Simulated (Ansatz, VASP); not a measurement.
# TiAl in VASP and in Ansatz

INCAR

```
SYSTEM = TiAl
PREC = Accurate ; ENCUT = 520
EDIFF = 1E-6 ; ISMEAR = 0
SIGMA = 0.15 ; LREAL = .FALSE.
LASPH = .TRUE. ; NELM = 60
ALGO = Fast ; ISIF = 2
LWAVE = .FALSE. ; LCHARG = .FALSE.
NBANDS = 14
```

The input KPOINTS:

```
Automatic mesh
0
G
  16 16 16
  0 0 0
```

File POSCAR:

```
TiAl
1.0
    3.0519014400      0.0000000000      0.0000000000
    0.0000000000      3.0519014400      0.0000000000
    0.0000000000      0.0000000000      2.9247388800
Ti Al
1 1
Direct
    0.0000000000      0.0000000000      0.0000000000
    0.5000000000      0.5000000000      0.5000000000
```

Input for Ansatz:

```yaml
crystal:
  lattice:
    - [3.05190144, 0.0, 0.0]
    - [0.0, 3.05190144, 0.0]
    - [0.0, 0.0, 2.92473888]
  atoms:
    - { symbol: Ti, position: [0.0, 0.0, 0.0] }
    - { symbol: Al, position: [0.5, 0.5, 0.5] }
basis:
  ecutwfc: 420
kpoints:
  mp_grid: { grid: [16, 16, 16] }
hamiltonian:
  xc: lda
scf:
  occupations: { method: gaussian, width: 0.15 }
output:
  forces: true
  stress: true
  eigenvalues: true
```

Change from the starting cell: strain -0.040 along x and y, -0.080 along z, atoms carried along.

Alike in both runs: task single point; functional LDA; k mesh 16 × 16 × 16; occupations gaussian, width 0.15 eV; no spin polarisation.

|  | VASP | Ansatz |
| --- | --- | --- |
| version | VASP 6.6.1 | Ansatz 0.2.0 |
| potentials or method | VASP PAW LDA potentials, release 64 (Ti_sv, Al), cutoff 520 eV | scalar-relativistic, plane waves, PAW |
| valence electrons in the cell | 15 | 15 |

```csv
,VASP,Ansatz,Ansatz less VASP
gap on the k mesh at the Fermi level (eV),none,none,-
pressure (GPa),18.0,17.8,-0.20
"traceless stress, the component that is largest in VASP (GPa)",-0.89,-0.88,+0.015
```

LDA's correlation is that of Perdew and Zunger in VASP and of Perdew and Wang (1992) in Ansatz. A gap of «none» marks a metal or a gap that the smearing closes.
